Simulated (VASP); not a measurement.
Au: single point with LDA

Crystal: Au.

```
Au
1.0
     2.91330    0.00000    0.00000
    -1.45665    2.52299    0.00000
     0.00000    0.00000    4.87326
Au
2
Cartesian
  0.0000 1.6820 1.2183
  1.4567 0.8410 3.6549
```

This cell differs from its parent crystal: volume scaled by 1.08.

```json
{
  "Program": "VASP 6.6.1",
  "Task": "single point",
  "Functional": "LDA",
  "Potentials or basis": "VASP PAW LDA potentials, release 64 (Au)",
  "Cutoff": "520 eV",
  "k mesh": "14 × 14 × 8",
  "Occupations": "fermi-dirac, width 0.1 eV",
  "Spin": "no spin polarisation",
  "Dipole correction": "no",
  "Further INCAR settings": "ALGO = Normal; EDIFF = 1e-06; NBANDS = 18"
}
```

The pressure is -11.3 GPa and the band gap on the k mesh is zero (band 11 reaches 12.14 eV, above the bottom of band 12 at 5.89 eV).

Stress tensor (GPa, compression positive):
```
-11.54   0.00   0.00
  0.00 -11.54   0.00
  0.00   0.00 -10.94
```

Levels at points of the mesh, in eV from the Fermi level:
| k point | band 7 | band 8 | band 9 | band 10 | band 11 | band 12 | band 13 | band 14 | band 15 | band 16 |
| --- | --- | --- | --- | --- | --- | --- | --- | --- | --- | --- |
| (0.00, 0.00, 0.00) | -4.02 | -3.39 | -3.39 | -2.10 | -2.10 | -0.89 | 2.51 | 14.60 | 15.73 | 16.71 |
| (0.50, 0.00, 0.00) | -3.48 | -1.88 | -1.83 | -1.65 | 0.37 | 1.46 | 5.62 | 7.01 | 7.13 | 10.10 |
| (0.00, 0.00, 0.50) | -4.35 | -4.35 | -2.53 | -2.53 | -2.53 | -2.53 | 10.40 | 10.40 | 14.86 | 14.86 |
| (0.50, 0.00, 0.50) | -2.30 | -2.30 | -1.72 | -1.72 | 0.55 | 0.55 | 3.71 | 3.71 | 13.03 | 13.03 |

Wall time 20 s on 1 thread of Intel(R) Xeon(R) Platinum 8559C (Emerald Rapids), with other jobs on the host, peak memory 0.18 GiB.

Caveat: spin-orbit coupling is left out, which moves the levels of the heavy elements.
